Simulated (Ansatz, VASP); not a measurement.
## MnO2: VASP beside Ansatz

Contents of INCAR:

```
SYSTEM = MnO2
PREC = Accurate
ENCUT = 520
EDIFF = 1E-7
ISMEAR = -1
SIGMA = 0.05
LREAL = .FALSE.
LASPH = .TRUE.
NELM = 150
ALGO = Normal
ISIF = 2
LWAVE = .FALSE.
LCHARG = .TRUE.
ISPIN = 2
MAGMOM = 1 1 0 0 0 0
LORBIT = 11
NUPDOWN = 2.0
LMAXMIX = 4
GGA = PE
LELF = .TRUE.
LVHAR = .TRUE.
NBANDS = 38
```

KPOINTS

```
regular mesh
0
G
  8 6 4
  0 0 0
```

File POSCAR:

```
MnO2
1.0
    2.9041580000      0.0000000000      0.0000000000
    0.0000000000      3.8448100000      0.0000000000
    0.0000000000      0.0000000000      6.1642640000
Mn O
2 4
Direct
    0.5000000000      0.5000000000      0.3433015000
    0.0000000000      0.0000000000      0.6566985000
    0.5000000000      0.0000000000      0.8375675000
    0.0000000000      0.5000000000      0.1624325000
    0.5000000000      0.0000000000      0.4217995000
    0.0000000000      0.5000000000      0.5782005000
```

The input input.yaml:

```yaml
crystal:
  lattice:
    - [2.904158, 0.0, 0.0]
    - [0.0, 3.84481, 0.0]
    - [0.0, 0.0, 6.164264]
  atoms:
    - { symbol: Mn, position: [0.5, 0.5, 0.3433015], spin: 1.0 }
    - { symbol: Mn, position: [0.0, 0.0, 0.6566985], spin: 1.0 }
    - { symbol: O, position: [0.5, 0.0, 0.8375675] }
    - { symbol: O, position: [0.0, 0.5, 0.1624325] }
    - { symbol: O, position: [0.5, 0.0, 0.4217995] }
    - { symbol: O, position: [0.0, 0.5, 0.5782005] }
hamiltonian:
  xc: pbe
  pseudopotentials: { kind: paw }
magnetization:
  spin_polarized: true
  initial_magnetization: 2.0
  spin_locking: { lock_magnetization: hard }
kpoints:
  mp_grid: { grid: [8, 6, 4] }
scf:
  occupations: { method: fermi_dirac, width: 0.05 }
  lower_state_search: "off"
output:
  forces: true
  stress: true
  eigenvalues: true
```

Alike in both runs: task single point; functional PBE; k mesh 8 × 6 × 4; occupations fermi-dirac, width 0.05 eV; collinear spin; fixed moment 2 μB.

|  | VASP | Ansatz |
| --- | --- | --- |
| version | VASP 6.6.1 | Ansatz 0.2.0 |
| potentials or method | VASP PAW PBE potentials, release 64 (Mn_pv, O) | Ansatz PAW |
| plane-wave cutoff (eV) | 520 | 420 |
| valence electrons in the cell | 50 | 54 |

Ansatz gave:

```
pressure (GPa)                                                : -14.9
traceless stress, the component that is largest in VASP (GPa) : -7.06
rms of the force components (eV/Å)                            : 0.899
net moment per atom (μB)                                      : 0.33
size of the moment on the site where the two differ most (μB) : 0.87
```

Task: What did VASP give for the same quantities?

Result: Pressure (GPa): -14.1; traceless stress, the component that is largest in VASP (GPa): -6.64; rms of the force components (eV/Å): 0.849; net moment per atom (μB): 0.33; size of the moment on the site where the two differ most (μB): 1.01.

Site moments also hang on the region over which each program counts them. Atom by atom the forces differ by 0.050 eV/Å (rms over components). The functional is the same, so the differences come from potentials, cutoffs and numerics. VASP's potentials hold 50 valence electrons a cell and Ansatz's 54, so a difference there can come from the potentials and not from the codes.
